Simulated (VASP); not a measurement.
Write the native input for VASP 6.6.1 that does the following.

| Item | Value |
| --- | --- |
| Task | single point |
| Functional | PBE |
| Potentials or basis | VASP PAW PBE potentials, release 64 (Mn_pv, B) |
| Cutoff | 520 eV |
| k mesh | 12 × 12 × 12 |
| Occupations | gaussian, width 0.1 eV |
| Spin | no spin polarisation |
| Dipole correction | no |
| Further INCAR settings | ALGO = Normal; EDIFF = 1e-07; NBANDS = 24 |

The structure of MnB6 lies in POSCAR:

```
MnB6
1.0
    4.6026810057      0.0000000000      0.0000000000
   -2.3013405029      3.9860386765      0.0000000000
    0.0000000000      0.0000000000      2.7444670103
Mn B
1 6
Direct
    0.0000000000      0.0000000000      0.0000000000
    0.8521677895      0.5777814439      0.5000000000
    0.4222185561      0.2743863455      0.5000000000
    0.7256136545      0.1478322105      0.5000000000
    0.1478322105      0.4222185561      0.5000000000
    0.5777814439      0.7256136545      0.5000000000
    0.2743863455      0.8521677895      0.5000000000
```

The cell was built from a structure type or drawn by symmetry, and may not be a known phase.

One way to write it, as run:

INCAR

```
PREC     = Accurate       # precision mode
ENCUT    = 520            # plane-wave cutoff, eV
EDIFF    = 1E-7           # SCF threshold, eV
ISMEAR   = 0              # smearing method
SIGMA    = 0.1            # smearing width, eV
LREAL    = F              # projectors in reciprocal space
LASPH    = T              # aspherical terms in the spheres
NELM     = 100            # most SCF steps
ALGO     = Normal         # electronic algorithm
ISIF     = 2              # what is computed and relaxed
LWAVE    = F              # write WAVECAR
LCHARG   = T              # write CHGCAR
GGA      = PE             # functional
LELF     = T              # ELF
LVHAR    = T            
NBANDS   = 24             # bands
```

KPOINTS

```
regular mesh
0
Gamma
  12 12 12
```

Potentials or basis: VASP PAW PBE potentials, release 64 (Mn_pv, B).

Command:

```console
$ cat potpaw_PBE.64/Mn_pv/POTCAR potpaw_PBE.64/B/POTCAR > POTCAR
$ mpirun -np 1 vasp_std > vasp.out
```

Results of the run:

The pressure is 0.1 GPa. The largest force is 0.015 eV/Å and the band gap on the k mesh is zero (an odd number of electrons rules out a gap without spin polarisation).

Caveat: the run has no spin polarisation, though such a crystal can be magnetic.

Wall time 2.9 min on 1 thread of AMD EPYC 9R45 96-Core Processor (Zen 5) (shared host), peak memory 0.27 GiB.
